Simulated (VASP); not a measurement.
Wanted: the native input for a VASP 6.6.1 run.

| Property | Result |
| --- | --- |
| Task | single point |
| Functional | r2SCAN |
| Potentials or basis | VASP PAW PBE potentials, release 64 (Cr_pv) |
| Cutoff | 520 eV |
| k mesh | 22 × 22 × 22 |
| Occupations | gaussian, width 0.05 eV |
| Spin | no spin polarisation |
| Dipole correction | no |
| Further INCAR settings | ALGO = Normal; EDIFF = 1e-06; NBANDS = 12 |

Cr:

```
Cr
1.0
    -1.41468    1.41468    1.41468
     1.41468   -1.41468    1.41468
     1.41468    1.41468   -1.41468
Cr
1
Direct
  0.00000 0.00000 0.00000
```

These files were run (other wordings do the same):

POSCAR

```
Cr
1.0
   -1.4146765739      1.4146765739      1.4146765739
    1.4146765739     -1.4146765739      1.4146765739
    1.4146765739      1.4146765739     -1.4146765739
Cr
1
Direct
    0.0000000000      0.0000000000      0.0000000000
```

INCAR.step1

```
ALGO     = Normal         # electronic algorithm
EDIFF    = 1E-4           # SCF threshold, eV
ENCUT    = 520            # plane-wave cutoff, eV
GGA      = PE             # functional
ISMEAR   = 0              # smearing method
LASPH    = True           # aspherical terms in the spheres
LCHARG   = False          # write CHGCAR
LREAL    = False          # projectors in reciprocal space
LWAVE    = True           # write WAVECAR
NBANDS   = 12             # bands
NELM     = 60             # most SCF steps
PREC     = Accurate       # precision mode
SIGMA    = 0.05           # smearing width, eV
```

INCAR.step2

```
ALGO     = Normal         # electronic algorithm
EDIFF    = 1E-6           # SCF threshold, eV
ENCUT    = 520            # plane-wave cutoff, eV
ISIF     = 2              # what is computed and relaxed
ISMEAR   = 0              # smearing method
ISTART   = 1            
LASPH    = True           # aspherical terms in the spheres
LCHARG   = False          # write CHGCAR
LMIXTAU  = True         
LREAL    = False          # projectors in reciprocal space
LWAVE    = False          # write WAVECAR
METAGGA  = R2SCAN         # meta-GGA
NBANDS   = 12             # bands
NELM     = 60             # most SCF steps
PREC     = Accurate       # precision mode
SIGMA    = 0.05           # smearing width, eV
```

KPOINTS

```
k-points
0
Gamma
  22 22 22
```

Potentials or basis: VASP PAW PBE potentials, release 64 (Cr_pv).

Run with:

```bash
$ cat potpaw_PBE.64/Cr_pv/POTCAR > POTCAR
$ cp INCAR.step1 INCAR
$ mpirun -np 1 vasp_std > vasp.out
$ cp INCAR.step2 INCAR
$ mpirun -np 1 vasp_std > vasp.out
```

Results of the run:

```yaml
Pressure: 0.6 GPa
Band_gap_on_the_k_mesh: zero (bands 6 and 7 overlap by 3.55 eV)
```

Caveat: the PAW data sets were made with another functional, which shifts forces and pressure a little; the run has no spin polarisation, though such a crystal can be magnetic.

Run time: 2.4 min on 1 thread of AMD EPYC 7R43 64-Core Processor (Zen 3), on a shared host, peak memory 0.12 GiB.
